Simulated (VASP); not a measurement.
# MgO (P6_3mc) in VASP: single point with r2SCAN

Aim: the single point of MgO with r2SCAN.

All numbers are computed with VASP 6.6.1; they aren't measurements. Logs are shortened: lines on timing, memory, paths and dates and some standing lists are left out, and cuts for length are marked.

## Step 1: The cell of the first run

It takes space group P6_3mc (No. 186, hexagonal). The conventional cell has a = 3.308 Å, b = 3.308 Å, c = 4.983 Å, α = 90.00°, β = 90.00°, γ = 120.00°. Within 2.6 Å of Mg (site symmetry 3m) lie 4 O at 1.97 to 1.99 Å. Within 2.6 Å of O (site symmetry 3m) lie 4 Mg at 1.97 to 1.99 Å.

## Step 2: Single point, r2SCAN

POSCAR

```
MgO
1.0
    3.3077869900      0.0000000000      0.0000000000
   -1.6538934900      2.8646275600      0.0000000000
    0.0000000000      0.0000000000      4.9828816700
Mg O
2 2
Direct
    0.3333333300      0.6666666700      0.0021597400
    0.6666666700      0.3333333300      0.5021597400
    0.3333333300      0.6666666700      0.4024402600
    0.6666666700      0.3333333300      0.9024402600
```

INCAR.step1

```
PREC = Accurate
ENCUT = 520
ISMEAR = 0
SIGMA = 0.01
LREAL = False
LASPH = True
NELM = 80
NBANDS = 16
GGA = PE
ALGO = Normal
EDIFF = 1E-4
LWAVE = True
LCHARG = False
```

INCAR.step2

```
PREC = Accurate
ENCUT = 520
EDIFF = 1E-7
ISMEAR = 0
SIGMA = 0.01
LREAL = False
LASPH = True
NELM = 80
ALGO = Normal
ISIF = 2
LWAVE = False
LCHARG = True
METAGGA = R2SCAN
LMIXTAU = True
LELF = True
LVHAR = True
NBANDS = 16
ISTART = 1
```

KPOINTS

```
Automatic mesh
0
Gamma
  12 12 4
```

Potentials or basis: VASP PAW PBE potentials, release 64 (Mg, O).

The run is started by

```
$ cat potpaw_PBE.64/Mg/POTCAR potpaw_PBE.64/O/POTCAR > POTCAR
$ cp INCAR.step1 INCAR
$ mpirun -np 1 vasp_std > vasp.out
$ cp INCAR.step2 INCAR
$ mpirun -np 1 vasp_std > vasp.out
```

OUTCAR:

```text
PREC = Accurate
   ENCUT = 520
   EDIFF = 1E-7
   ISMEAR = 0
   LREAL = False
   LASPH = True
   NELM = 80
   ISIF = 2
   METAGGA = R2SCAN
   ISTART = 1

 ion  position               nearest neighbor table
   1  0.333  0.667  0.002-   4 1.97   4 1.97   4 1.97   3 1.99   2 3.14   2 3.14   2 3.14   2 3.14
                             2 3.14   2 3.14
   2  0.667  0.333  0.502-   3 1.97   3 1.97   3 1.97   4 1.99   1 3.14   1 3.14   1 3.14   1 3.14
                             1 3.14   1 3.14
   3  0.333  0.667  0.402-   2 1.97   2 1.97   2 1.97   1 1.99
   4  0.667  0.333  0.902-   1 1.97   1 1.97   1 1.97   2 1.99

  LATTYP: Found a hexagonal cell.
 ALAT       =     3.3077869900
 C/A-ratio  =     1.5064094771

  Lattice vectors:

 A1 = (   3.3077869900,   0.0000000000,   0.0000000000)
 A2 = (  -1.6538934900,   2.8646275600,   0.0000000000)
 A3 = (   0.0000000000,   0.0000000000,   4.9828816700)

Analysis of symmetry for initial positions (statically):
=====================================================================
 Subroutine PRICEL returns:
 Original cell was already a primitive cell.

 Routine SETGRP: Setting up the symmetry group for a
 hexagonal supercell.

 Subroutine GETGRP returns: Found 12 space group operations
 (whereof  6 operations were pure point group operations)
 out of a pool of 24 trial point group operations.

The static configuration has the point symmetry C_3v.
 The point group associated with its full space group is C_6v.

Analysis of symmetry for dynamics (positions and initial velocities):
=====================================================================
 Subroutine PRICEL returns:
 Original cell was already a primitive cell.

 Routine SETGRP: Setting up the symmetry group for a
 hexagonal supercell.

 Subroutine GETGRP returns: Found 12 space group operations
 (whereof  6 operations were pure point group operations)
 out of a pool of 24 trial point group operations.

The dynamic configuration has the point symmetry C_3v.
 The point group associated with its full space group is C_6v.

 Subroutine INISYM returns: Found 12 space group operations
 (whereof  6 operations are pure point group operations),
 and found     1 'primitive' translations

----------------------------------------------------------------------------------------

                                     Primitive cell

  volume of cell :      47.2157

  direct lattice vectors                    reciprocal lattice vectors
     3.307786990  0.000000000  0.000000000     0.302316928  0.174542759  0.000000000
    -1.653893490  2.864627560  0.000000000     0.000000000  0.349085520  0.000000000
     0.000000000  0.000000000  4.982881670     0.000000000  0.000000000  0.200687086

  length of vectors
     3.307786990  3.307786984  4.982881670     0.349085519  0.349085520  0.200687086

  position of ions in fractional coordinates (direct lattice)
     0.333333330  0.666666670  0.002159740
     0.666666670  0.333333330  0.502159740
     0.333333330  0.666666670  0.402440260
     0.666666670  0.333333330  0.902440260

  ion indices of the primitive-cell ions
   primitive index   ion index
                 1           1
                 2           2
                 3           3
                 4           4

----------------------------------------------------------------------------------------

 KPOINTS: Automatic mesh

Automatic generation of k-mesh.
 Grid dimensions read from file:
 generate k-points for:   12   12    4

 Generating k-lattice:

  Cartesian coordinates                     Fractional coordinates (reciprocal lattice)
     0.025193077  0.014545230  0.000000000     0.083333333 -0.000000000  0.000000000
     0.000000000  0.029090460  0.000000000     0.000000000  0.083333333  0.000000000
     0.000000000  0.000000000  0.050171771     0.000000000  0.000000000  0.250000000

  Length of vectors
     0.029090460  0.029090460  0.050171771

  Shift w.r.t. Gamma in fractional coordinates (k-lattice)
     0.000000000  0.000000000  0.000000000

 Subroutine IBZKPT returns following result:
 ===========================================

 Found     57 irreducible k-points:

 Following reciprocal coordinates:
            Coordinates               Weight
  0.000000  0.000000  0.000000      1.000000
  0.083333  0.000000  0.000000      6.000000
  0.166667  0.000000  0.000000      6.000000
  0.250000  0.000000  0.000000      6.000000
  0.333333  0.000000  0.000000      6.000000
  0.416667 -0.000000  0.000000      6.000000
[... 16 lines left out ...]
  0.250000  0.000000  0.250000     12.000000
  0.333333  0.000000  0.250000     12.000000
 [... further k-points ...]
   k-points           NKPTS =     57   k-points in BZ     NKDIM =     57   number of bands    NBANDS=     16
   number of dos      NEDOS =    301   number of ions     NIONS =      4
   total plane-waves  NPLWV =  31360
   dimension x,y,z NGX =    28 NGY =   28 NGZ =   40
   dimension x,y,z NGXF=    56 NGYF=   56 NGZF=   80
   ions per type =               2   2
   NGX,Y,Z   is equivalent  to a cutoff of  14.07, 14.07, 13.35 a.u.
   NGXF,Y,Z  is equivalent  to a cutoff of  28.15, 28.15, 26.69 a.u.
 SYSTEM =  unknown system
   PREC   = accura    normal or accurate (medium, high low for compatibility)
   ISTART =      1    job   : 0-new  1-cont  2-samecut
   ICHARG =      0    charge: 1-file 2-atom 10-const
   ISPIN  =      1    spin polarized calculation?
   LNONCOLLINEAR =      F non collinear calculations
   LSORBIT =      F    spin-orbit coupling
   LASPH  =      T    aspherical Exc in radial PAW
   ENCUT  =  520.0 eV  38.22 Ry    6.18 a.u.   6.15  6.15  9.26*2*pi/ulx,y,z
   NELM   =     80;   NELMIN=  2; NELMDL=  0     # of ELM steps
   EDIFF  = 0.1E-06   stopping-criterion for ELM
   LREAL  =      F    real-space projection
   EDIFFG = 0.1E-05   stopping-criterion for IOM
   NSW    =      0    number of steps for IOM
   IBRION =     -1    ionic relax: 0-MD 1-quasi-New 2-CG
   NFREE  =      0    steps in history (QN), initial steepest desc. (CG)
   ISIF   =      2    stress and relaxation
   ISYM   =      2    0-nonsym 1-usesym 2-fastsym
   POTIM  = 0.5000    time-step for ionic-motion
   TEBEG  =    0.0;   TEEND  =   0.0 temperature during run
   PSTRESS=    0.0 pullay stress
   NELECT =      16.0000    total number of electrons
   NUPDOWN=      -1.0000    fix difference up-down
   EMIN   =  10.00;   EMAX   =-10.00  energy-range for DOS
   EFERMI =   0.00;   METHOD = LEGACY
   ISMEAR =     0;   SIGMA  =   0.01  broadening in eV -4-tet -1-fermi 0-gaus
   EFERMI_NEDOS =   21; number of points for ismear=-14 and -15
   IALGO  =     38    algorithm
   IMIX   =      4    mixing-type and parameters
     AMIX     =   0.40;   BMIX     =  1.00
     AMIX_MAG =   1.60;   BMIX_MAG =  1.00
  volume/ion in A,a.u.               =      11.80        79.66
  Fermi-wavevector in a.u.,A,eV,Ry     =   1.141351  2.156842 17.724080  1.302683
  Thomas-Fermi vector in A             =   2.278052
   LORBIT       =      0    0 simple, 1 ext, 2 COOP (PROOUT), +10 PAW based schemes
   METAGGA = R2SCAN    functional components
   LHFCALC =     F    Hartree Fock is set to
   AEXX    =    0.0000 exact exchange contribution
   IVDW    =     0    specifies the selected vdW correction
   LEPSILON=     F    determine dielectric tensor
   LRPA    =     F    only Hartree local field effects (RPA)
 non-spin polarized calculation
 Gauss-broadening in eV      SIGMA  =   0.01
  energy-cutoff  :      520.00
  volume of cell :       47.22
 maximum number of plane-waves:      1303
 NGX is ok and might be reduce to    28
   NGX = 13   NGY = 13   NGZ = 19

 number of electron      15.9999997 magnetization

 Free energy of the ion-electron system (eV)
  ---------------------------------------------------
  ext. energy  EPLUGINS =         0.00000000
  ---------------------------------------------------
  free energy    TOTEN  =       -31.85338450 eV

  energy without entropy =      -31.85338450  energy(sigma->0) =      -31.85338450

 E-fermi :   0.7764     XC(G=0): -10.1989

 val. band max:        0.7370924593   @ k =   0.0000   0.0000   0.0000
 cond. band min:       4.8657535538   @ k =   0.0000   0.0000   0.0000
 fundamental gap:      4.1286610945
 Fermi energy:         0.7764373193

 k-point     1 :       0.0000    0.0000    0.0000
  band No.  band energies     occupation
      1     -16.4793      2.00000
      2     -15.6934      2.00000
      3      -2.5457      2.00000
      4      -0.0669      2.00000
      5      -0.0669      2.00000
      6       0.2758      2.00000
[... 8 lines left out ...]
     15      18.2696      0.00000
     16      18.2696      0.00000

 k-point     2 :       0.0833    0.0000    0.0000
  band No.  band energies     occupation
      1     -16.4452      2.00000
      2     -15.6820      2.00000
      3      -2.4784      2.00000
      4      -0.2288      2.00000
      5      -0.1154      2.00000
      6       0.0611      2.00000
[... 8 lines left out ...]
     15      18.2590      0.00000
     16      18.4294      0.00000

 k-point     3 :       0.1667    0.0000    0.0000
  band No.  band energies     occupation
      1     -16.3498      2.00000
      2     -15.6536      2.00000
      3      -2.2835      2.00000
      4      -0.7150      2.00000
      5      -0.3468      2.00000
      6      -0.2312      2.00000
[... 8 lines left out ...]
     15      17.3547      0.00000
     16      17.5754      0.00000

 k-point     4 :       0.2500    0.0000    0.0000
  band No.  band energies     occupation
      1     -16.2100      2.00000
      2     -15.6206      2.00000
      3      -1.9841      2.00000
      4      -1.3321      2.00000
      5      -0.7570      2.00000
      6      -0.3674      2.00000
[... 8 lines left out ...]
     15      16.6809      0.00000
     16      17.1158      0.00000
[... 324 lines left out ...]
 k-point    22 :       0.1667    0.0000    0.2500
  band No.  band energies     occupation
      1     -16.2520      2.00000
      2     -15.7600      2.00000
      3      -2.0716      2.00000
      4      -0.8353      2.00000
      5      -0.3912      2.00000
      6      -0.1603      2.00000
[... 8 lines left out ...]
     15      17.2164      0.00000
     16      17.2945      0.00000

 k-point    23 :       0.2500    0.0000    0.2500
  band No.  band energies     occupation
      1     -16.1255      2.00000
      2     -15.7086      2.00000
      3      -2.0075      2.00000
      4      -1.3584      2.00000
      5      -0.6615      2.00000
      6      -0.2814      2.00000
[... 8 lines left out ...]
     15      16.7114      0.00000
     16      17.0908      0.00000

 k-point    24 :       0.3333    0.0000    0.2500
  band No.  band energies     occupation
      1     -15.9864      2.00000
      2     -15.6656      2.00000
      3      -2.1482      2.00000
      4      -1.6888      2.00000
      5      -0.7634      2.00000
      6      -0.3915      2.00000
[... 8 lines left out ...]
     15      16.2702      0.00000
     16      17.2711      0.00000

 [... further k-points ...]
[... 5 lines left out ...]
  --------------------------------------------------------------------------------------
  -------------------------------------------------------------------------------------
  Total       -0.3717656     -0.3717656     -0.2516152     -0.0000000      0.0000000      0.0000000
  in kB      -12.6151801    -12.6151800     -8.5380993     -0.0000000      0.0000000      0.0000000
  external PRESSURE =     -11.2561531 kB  Pullay stress =       0.0000000 kB

 VOLUME and BASIS-vectors are now :
 -----------------------------------------------------------------------------
  energy-cutoff  :      520.00
  volume of cell :       47.22
      direct lattice vectors                 reciprocal lattice vectors
     3.307786990  0.000000000  0.000000000     0.302316928  0.174542759  0.000000000
    -1.653893490  2.864627560  0.000000000     0.000000000  0.349085520  0.000000000
     0.000000000  0.000000000  4.982881670     0.000000000  0.000000000  0.200687086

 POSITION                                       TOTAL-FORCE (eV/Angst)
 -----------------------------------------------------------------------------------
     -0.00000      1.90975      0.01076        -0.000000      0.000000      0.028289
      1.65389      0.95488      2.50220        -0.000000     -0.000000      0.028289
     -0.00000      1.90975      2.00531         0.000000     -0.000000     -0.028289
      1.65389      0.95488      4.49675        -0.000000      0.000000     -0.028289
 -----------------------------------------------------------------------------------
    total drift:                               -0.000017      0.000010     -0.014572

  FREE ENERGIE OF THE ION-ELECTRON SYSTEM (eV)
  ---------------------------------------------------
  free  energy   TOTEN  =       -31.8533845046 eV

  energy  without entropy=      -31.8533845046  energy(sigma->0) =      -31.85338450
```

It took 2.5 min on 1 thread of Intel Xeon Platinum 8488C (Sapphire Rapids), shared host; peak memory 0.2 GiB.

What came out:

* Free energy: -31.8534 eV
* Pressure: -1.1 GPa
* Largest force: 0.028 eV/Å
* Band gap on the k mesh: 4.13 eV, direct

Forces in eV/Å, atoms in the order of the input:
```
Mg   0.000  0.000  0.028
Mg   0.000  0.000  0.028
O    0.000  0.000 -0.028
O    0.000  0.000 -0.028
```

Stress tensor (GPa, compression positive):
```
-1.26  0.00  0.00
 0.00 -1.26  0.00
 0.00  0.00 -0.85
```

Caveat: the PAW data sets were made with another functional, which shifts forces and pressure a little. r2SCAN opens gaps a little over a GGA but as a rule still falls short of measured ones.
